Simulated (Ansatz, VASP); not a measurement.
LiBr: VASP beside Ansatz

The input POSCAR:

```
LiBr
1.0
    0.0000000000      2.6675826783      2.6675826783
    2.6675826783      0.0000000000      2.6675826783
    2.6675826783      2.6675826783      0.0000000000
Li Br
1 1
Direct
    0.0000000000      0.0000000000      0.0000000000
    0.5000000000      0.5000000000      0.5000000000
```

File INCAR.step1:

```
SYSTEM = LiBr
  PREC = Accurate
  ENCUT = 720
  ISMEAR = -1
  SIGMA = 0.15
  LREAL = .False.
  LASPH = .True.
  NELM = 120
  NBANDS = 12
  GGA = PE
  ALGO = Normal
  EDIFF = 1E-5
  LWAVE = .True.
  LCHARG = .False.
  GGA_COMPAT = .False.
```

INCAR.step2

```
SYSTEM = LiBr
  PREC = Accurate
  ENCUT = 720
  EDIFF = 1E-8
  ISMEAR = -1
  SIGMA = 0.15
  LREAL = .False.
  LASPH = .True.
  NELM = 120
  ALGO = Normal
  ISIF = 2
  LWAVE = .False.
  LCHARG = .False.
  METAGGA = R2SCAN
  LMIXTAU = .True.
  IVDW = 12
  VDW_S6 = 1.0
  VDW_S8 = 0.78981345
  VDW_A1 = 0.49484001
  VDW_A2 = 5.73083694
  LEFG = .True.
  NBANDS = 12
  ISTART = 1
  GGA_COMPAT = .False.
```

Contents of KPOINTS:

```
regular mesh
0
Gamma
  10 10 10
  0 0 0
```

Input for Ansatz:

```yaml
crystal:
  lattice:
    - [0.0, 2.6675826783, 2.6675826783]
    - [2.6675826783, 0.0, 2.6675826783]
    - [2.6675826783, 2.6675826783, 0.0]
  atoms:
    - { symbol: Li, position: [0.0, 0.0, 0.0] }
    - { symbol: Br, position: [0.5, 0.5, 0.5] }
kpoints:
  mp_grid: { grid: [10, 10, 10] }
scf:
  occupations: { method: fermi_dirac, width: 0.15 }
hamiltonian:
  xc: r2scan
  pseudopotentials: { kind: paw }
  dispersion: d3bj
output:
  forces: true
  stress: true
  eigenvalues: true
  efg: { contact_densities: true }
```

Alike in both runs: task electric field gradients; functional r2SCAN; dispersion D3(BJ); k mesh 10 × 10 × 10; occupations fermi-dirac, width 0.15 eV; no spin polarisation.

```csv
,VASP,Ansatz
version,VASP 6.6.1,Ansatz 0.2.0
potentials or method,"VASP PAW PBE potentials, release 64 (Li_sv, Br)","PAW with Ansatz's default frozen-core files, scalar-relativistic"
plane-wave cutoff (eV),720,500
valence electrons in the cell,10,10
```

|  | VASP | Ansatz | Ansatz less VASP |
| --- | --- | --- | --- |
| gap on the k mesh at the Fermi level (eV) | 6.36 | 6.30 | -0.066 |
| pressure (GPa) | 1.3 | 1.6 | +0.36 |

VASP's potentials were made for PBE, not for r2SCAN. Ansatz's warnings: dispersion damping borrowed.
